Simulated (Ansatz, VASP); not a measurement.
MgO: VASP beside Ansatz

```
CELL_PARAMETERS angstrom
4.16071 0.00000 0.00000
0.00000 -4.16071 0.00000
0.00000 0.00000 -4.16071
ATOMIC_POSITIONS crystal
Mg 0.96465 0.03535 0.00000
Mg 0.50000 0.50000 0.00000
Mg 0.50000 0.00000 0.50000
Mg 0.00000 0.50000 0.50000
O 0.50000 0.00000 0.00000
O 0.00000 0.50000 0.00000
O 0.00000 0.00000 0.50000
O 0.50000 0.50000 0.50000
```

Alike in both runs: task single point; functional LDA; k mesh 6 × 6 × 6; occupations gaussian, width 0.05 eV; no spin polarisation.

```csv
,VASP,Ansatz
version,VASP 6.6.1,Ansatz 0.2.0
potentials or method,"VASP PAW LDA potentials, release 64 (Mg, O), cutoff 520 eV","scalar-relativistic, plane waves, PAW"
valence electrons in the cell,32,64
```

|  | VASP | Ansatz | Ansatz less VASP |
| --- | --- | --- | --- |
| gap on the k mesh at the Fermi level (eV) | 5.02 | 5.02 | +0.004 |
| least direct gap on the mesh (eV) | 5.02 | 5.02 | +0.004 |
| pressure (GPa) | -0.4 | 1.4 | +1.80 |
| traceless stress, the component that is largest in VASP (GPa) | -1.37 | -1.33 | +0.046 |
| rms of the force components (eV/Å) | 0.542 | 0.528 | -0.0135 |

Ansatz warns that its potentials were made for another functional, while VASP's fit it. LDA's correlation is that of Perdew and Zunger in VASP and of Perdew and Wang (1992) in Ansatz. Atom by atom the forces differ by 0.014 eV/Å (rms over components). VASP's potentials hold 32 valence electrons a cell and Ansatz's 64, so a difference there can come from the potentials and not from the codes.
